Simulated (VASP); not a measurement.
# WS2 (R3m) in VASP: single point with PBEsol+D3(BJ)

Aim: the single point of WS2 with PBEsol+D3(BJ).

All numbers are computed with VASP 6.6.1; they aren't measurements. Logs are shortened: lines on timing, memory, paths and dates and some standing lists are left out, and cuts for length are marked.

## 1. The cell of the first run

Symmetry: R3m, No. 160, trigonal system. The conventional cell has a = 3.158 Å, b = 3.158 Å, c = 18.490 Å, α = 90.00°, β = 90.00°, γ = 120.00°. W (site symmetry 3m) has 6 S at 2.39 to 2.42 Å and 6 W at 3.16 Å within 3.2 Å. Within 3.2 Å of S (site symmetry 3m) lie 3 W at 2.39 Å and 7 S at 3.13 to 3.16 Å. Within 3.2 Å of S (site symmetry 3m) lie 3 W at 2.42 Å and 7 S at 3.13 to 3.16 Å.

## 2. Single point, PBEsol+D3(BJ)

Contents of INCAR:

```
SYSTEM = WS2
ALGO = Normal
EDIFF = 1E-6
ENCUT = 520
GGA = PS
ISIF = 2
ISMEAR = 0
IVDW = 12
LASPH = .TRUE.
LCHARG = .TRUE.
LELF = .TRUE.
LREAL = .FALSE.
LVHAR = .TRUE.
LWAVE = .FALSE.
NBANDS = 20
NELM = 100
PREC = Accurate
SIGMA = 0.05
```

Contents of KPOINTS:

```
k-points
0
G
  12 12 12
  0 0 0
```

Contents of POSCAR:

```
WS2
1.0
    1.5790003843      0.9116362969      6.1633300000
   -1.5790003843      0.9116362969      6.1633300000
    0.0000000000     -1.8232725938      6.1633300000
W S
1 2
Direct
    0.0000000000      0.0000000000      0.0000000000
    0.7503000000      0.7503000000      0.7503000000
    0.5810000000      0.5810000000      0.5810000000
```

Potentials or basis: VASP PAW PBE potentials, release 64 (W_sv, S).

Run with:

```
cat potpaw_PBE.64/W_sv/POTCAR potpaw_PBE.64/S/POTCAR > POTCAR
mpirun -np 1 vasp_std > vasp.out
```

OUTCAR:

```text
SYSTEM = WS2
   EDIFF = 1E-6
   ENCUT = 520
   GGA = PS
   ISIF = 2
   ISMEAR = 0
   IVDW = 12
   LASPH = .TRUE.
   LREAL = .FALSE.
   NELM = 100
   PREC = Accurate
 IVDW          = 12

 ion  position               nearest neighbor table
   1  0.000  0.000  0.000-   2 2.39   2 2.39   2 2.39   3 2.42   3 2.42   3 2.42
   2  0.750  0.750  0.750-   1 2.39   1 2.39   1 2.39
   3  0.581  0.581  0.581-   1 2.42   1 2.42   1 2.42

  LATTYP: Found a trigonal (rhomboedric) cell.
 ALAT       =     6.4273602389
 COS(alpha) =     0.8792939096

  Lattice vectors:

 A1 = (   1.5790003843,   0.9116362969,   6.1633300000)
 A2 = (  -1.5790003843,   0.9116362969,   6.1633300000)
 A3 = (   0.0000000000,  -1.8232725938,   6.1633300000)

Analysis of symmetry for initial positions (statically):
=====================================================================
 Subroutine PRICEL returns:
 Original cell was already a primitive cell.

 Routine SETGRP: Setting up the symmetry group for a
 trigonal (rhombohedral) supercell.

 Subroutine GETGRP returns: Found  6 space group operations
 (whereof  6 operations were pure point group operations)
 out of a pool of 12 trial point group operations.

The static configuration has the point symmetry C_3v.

Analysis of symmetry for dynamics (positions and initial velocities):
=====================================================================
 Subroutine PRICEL returns:
 Original cell was already a primitive cell.

 Routine SETGRP: Setting up the symmetry group for a
 trigonal (rhombohedral) supercell.

 Subroutine GETGRP returns: Found  6 space group operations
 (whereof  6 operations were pure point group operations)
 out of a pool of 12 trial point group operations.

The dynamic configuration has the point symmetry C_3v.

 Subroutine INISYM returns: Found  6 space group operations
 (whereof  6 operations are pure point group operations),
 and found     1 'primitive' translations

----------------------------------------------------------------------------------------

                                     Primitive cell

  volume of cell :      53.2317

  direct lattice vectors                    reciprocal lattice vectors
     1.579000384  0.911636297  6.163330000     0.316656034  0.182821447  0.054083318
    -1.579000384  0.911636297  6.163330000    -0.316656034  0.182821447  0.054083318
     0.000000000 -1.823272594  6.163330000     0.000000000 -0.365642893  0.054083318
[... 84 lines left out ...]
   ENCUT  =  520.0 eV  38.22 Ry    6.18 a.u.  11.95 11.95 11.95*2*pi/ulx,y,z
   NELM   =    100;   NELMIN=  2; NELMDL= -5     # of ELM steps
   EDIFF  = 0.1E-05   stopping-criterion for ELM
   LREAL  =      F    real-space projection
   EDIFFG = 0.1E-04   stopping-criterion for IOM
   NSW    =      0    number of steps for IOM
   IBRION =     -1    ionic relax: 0-MD 1-quasi-New 2-CG
   NFREE  =      0    steps in history (QN), initial steepest desc. (CG)
   ISIF   =      2    stress and relaxation
   ISYM   =      2    0-nonsym 1-usesym 2-fastsym
   POTIM  = 0.5000    time-step for ionic-motion
   TEBEG  =    0.0;   TEEND  =   0.0 temperature during run
   PSTRESS=    0.0 pullay stress
   NELECT =      26.0000    total number of electrons
   NUPDOWN=      -1.0000    fix difference up-down
   EMIN   =  10.00;   EMAX   =-10.00  energy-range for DOS
   EFERMI =   0.00;   METHOD = LEGACY
   ISMEAR =     0;   SIGMA  =   0.05  broadening in eV -4-tet -1-fermi 0-gaus
   EFERMI_NEDOS =   21; number of points for ismear=-14 and -15
   IALGO  =     38    algorithm
   IMIX   =      4    mixing-type and parameters
     AMIX     =   0.40;   BMIX     =  1.00
     AMIX_MAG =   1.60;   BMIX_MAG =  1.00
  volume/ion in A,a.u.               =      17.74       119.74
  Fermi-wavevector in a.u.,A,eV,Ry     =   1.289266  2.436359 22.615688  1.662206
  Thomas-Fermi vector in A             =   2.421169
   LORBIT       =      0    0 simple, 1 ext, 2 COOP (PROOUT), +10 PAW based schemes
   GGA     = PS    functional components
   LHFCALC =     F    Hartree Fock is set to
   AEXX    =    0.0000 exact exchange contribution
   IVDW    =    12    specifies the selected vdW correction
   LEPSILON=     F    determine dielectric tensor
   LRPA    =     F    only Hartree local field effects (RPA)
 non-spin polarized calculation
 Gauss-broadening in eV      SIGMA  =   0.05
  energy-cutoff  :      520.00
  volume of cell :       53.23
 maximum number of plane-waves:      1450
   NGX = 23   NGY = 23   NGZ = 23

 number of electron      26.0000001 magnetization

 Free energy of the ion-electron system (eV)
  ---------------------------------------------------
  ext. energy  EPLUGINS =         0.00000000
  ---------------------------------------------------
  free energy    TOTEN  =       -25.26331670 eV

  energy without entropy =      -25.26331670  energy(sigma->0) =      -25.26331670

 E-fermi :   7.8373     XC(G=0): -11.1157

 val. band max:        7.4014537074   @ k =   0.5000   0.5000   0.5000
 cond. band min:       8.3910911589   @ k =  -0.1667   0.1667   0.0000
 fundamental gap:      0.9896374516
 Fermi energy:         7.8373315221

 k-point     1 :       0.0000    0.0000    0.0000
  band No.  band energies     occupation
      1     -67.1909      2.00000
      2     -31.4606      2.00000
      3     -31.2781      2.00000
      4     -31.2781      2.00000
      5      -8.2559      2.00000
      6      -6.2416      2.00000
[... 541 lines left out ...]
     19      15.5802      0.00000
     20      15.7015      0.00000

 [... further k-points ...]

------------------------ aborting loop because EDIFF is reached ----------------------------------------

 Edisp (eV)   -1.15354

 E8    (eV) :    -0.7476

  FORCE on cell =-STRESS in cart. coord.  units (eV):
  Direction    XX          YY          ZZ          XY          YZ          ZX
  --------------------------------------------------------------------------------------
  -------------------------------------------------------------------------------------
  Total      -1.45808    -1.45808    -1.16434     0.00000     0.00000     0.00000
  in kB     -43.88539   -43.88539   -35.04462     0.00000     0.00000     0.00000
  external pressure =      -40.94 kB  Pullay stress =        0.00 kB

 VOLUME and BASIS-vectors are now :
 -----------------------------------------------------------------------------
  energy-cutoff  :      520.00
  volume of cell :       53.23
      direct lattice vectors                 reciprocal lattice vectors
     1.579000384  0.911636297  6.163330000     0.316656034  0.182821447  0.054083318
    -1.579000384  0.911636297  6.163330000    -0.316656034  0.182821447  0.054083318
     0.000000000 -1.823272594  6.163330000     0.000000000 -0.365642893  0.054083318

 POSITION                                       TOTAL-FORCE (eV/Angst)
 -----------------------------------------------------------------------------------
      0.00000      0.00000      0.00000         0.000000     -0.000000     -0.602197
      0.00000      0.00000     13.87304         0.000000      0.000000      0.268985
      0.00000      0.00000     10.74268         0.000000      0.000000      0.333211
 -----------------------------------------------------------------------------------
    total drift:                                0.000000      0.000000     -0.000030

  FREE ENERGIE OF THE ION-ELECTRON SYSTEM (eV)
  ---------------------------------------------------
  free  energy   TOTEN  =       -26.4168533581 eV

  energy  without entropy=      -26.4168533581  energy(sigma->0) =      -26.41685336
```

stdout:

```text
POSCAR found type information on POSCAR W S
 POSCAR found :  2 types and       3 ions
 scaLAPACK will be used
 -----------------------------------------------------------------------------
|                                                                             |
|                                                                             |
|     You enforced a specific xc type in the INCAR file but a different       |
|     I HOPE YOU KNOW WHAT YOU ARE DOING!                                     |
|                                                                             |
 -----------------------------------------------------------------------------

 LDA part: xc-table for (Slater+PW92), standard interpolation
 POSCAR, INCAR and KPOINTS ok, starting setup
 FFT: planning ... GRIDC
 FFT: planning ... GRID_SOFT
 FFT: planning ... GRID
 WAVECAR not read
 entering main loop
```

Run time: 11 min. Hardware: 1 thread of Intel Xeon 8259CL, shared host; peak memory 0.45 GiB.

Results:

| Quantity | Value |
| --- | --- |
| Free energy | -26.4169 eV |
| Pressure | -4.1 GPa |
| Largest force | 0.602 eV/Å |
| Band gap on the k mesh | 0.99 eV (least direct gap 1.89 eV) |
| Dispersion energy per atom | -0.385 eV |

Forces on the atoms (eV/Å):
```
W    0.000  0.000 -0.602
S    0.000  0.000  0.269
S    0.000  0.000  0.333
```

Stress tensor (GPa, compression positive):
```
-4.39  0.00  0.00
 0.00 -4.39  0.00
 0.00  0.00 -3.50
```

Levels at points of the mesh, in eV from the valence-band top:
```csv
k point,band 11,band 12,band 13,band 14,band 15,band 16
"(0.00, 0.00, 0.00)",-2.28,-1.57,-1.23,2.19,2.19,2.55
"(0.50, 0.00, 0.00)",-2.58,-1.80,-1.74,2.30,2.59,3.60
"(0.50, 0.50, 0.00)",-3.19,-2.00,-1.56,2.25,2.70,3.20
"(0.50, 0.50, 0.50)",-2.25,-2.25,0.00,2.31,2.31,2.39
```

Caveat: the cell stands under tension; the PAW data sets were made with another functional, which shifts forces and pressure a little; spin-orbit coupling is left out, which moves the levels of the heavy elements. Expect the measured gap to be larger: semilocal functionals such as PBEsol lack the derivative discontinuity.
